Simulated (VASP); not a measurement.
Set up this calculation in VASP 6.6.1, as the native input.

```
Task                   : single point
Functional             : PBEsol
Potentials or basis    : VASP PAW PBE potentials, release 64 (B, N)
Cutoff                 : 600 eV
k mesh                 : 10 × 10 × 2
Occupations            : gaussian, width 0.05 eV
Spin                   : no spin polarisation
Dipole correction      : no
Further INCAR settings : ALGO = Normal; EDIFF = 1e-06; NBANDS = 36
```

The structure of BN lies in POSCAR:

```
BN
1.0
   -2.5410113134      0.0000000000      0.0000000000
   -1.2705056567     -2.2005803487      0.0000000000
   -0.9528792425     -0.5501450872     12.6098865131
B N
6 6
Direct
    0.6510555837      0.6510555837      0.0624443320
    0.5677222503      0.5677222503      0.3957776653
    0.4843889170      0.4843889170      0.7291109987
    0.1093889170      0.1093889170      0.8957776653
    0.2760555837      0.2760555837      0.2291109987
    0.1927222503      0.1927222503      0.5624443320
    0.4322610830      0.4322610830      0.9376223347
    0.5989277497      0.5989277497      0.2709556680
    0.5155944163      0.5155944163      0.6042890013
    0.1405944163      0.1405944163      0.7709556680
    0.3072610830      0.3072610830      0.1042890013
    0.2239277497      0.2239277497      0.4376223347
```

The input as run:

INCAR

```
SYSTEM = BN
PREC = Accurate ; ENCUT = 600
EDIFF = 1E-6 ; ISMEAR = 0
SIGMA = 0.05 ; LREAL = .False.
LASPH = .True. ; NELM = 120
ALGO = Normal ; ISIF = 2
LWAVE = .False. ; LCHARG = .True.
GGA = PS ; LELF = .True.
LVHAR = .True. ; NBANDS = 36
GGA_COMPAT = .False.
```

KPOINTS

```
Automatic mesh
0
Gamma
  10 10 2
  0 0 0
```

Potentials or basis: VASP PAW PBE potentials, release 64 (B, N).

Launch:

```console
$ cat potpaw_PBE.64/B/POTCAR potpaw_PBE.64/N/POTCAR > POTCAR
$ mpirun -np 1 vasp_std > vasp.out
```

Results of the run:

```json
{
  "Pressure": "2.9 GPa",
  "Largest force": "4.775 eV/Å",
  "Band gap on the k mesh": "2.61 eV, indirect (least direct gap 3.55 eV)"
}
```

Caveat: the PAW data sets were made with another functional, which shifts forces and pressure a little.

Wall time 93 s on 1 thread of Intel(R) Xeon(R) 6975P-C (Granite Rapids) (shared host), peak memory 0.27 GiB.
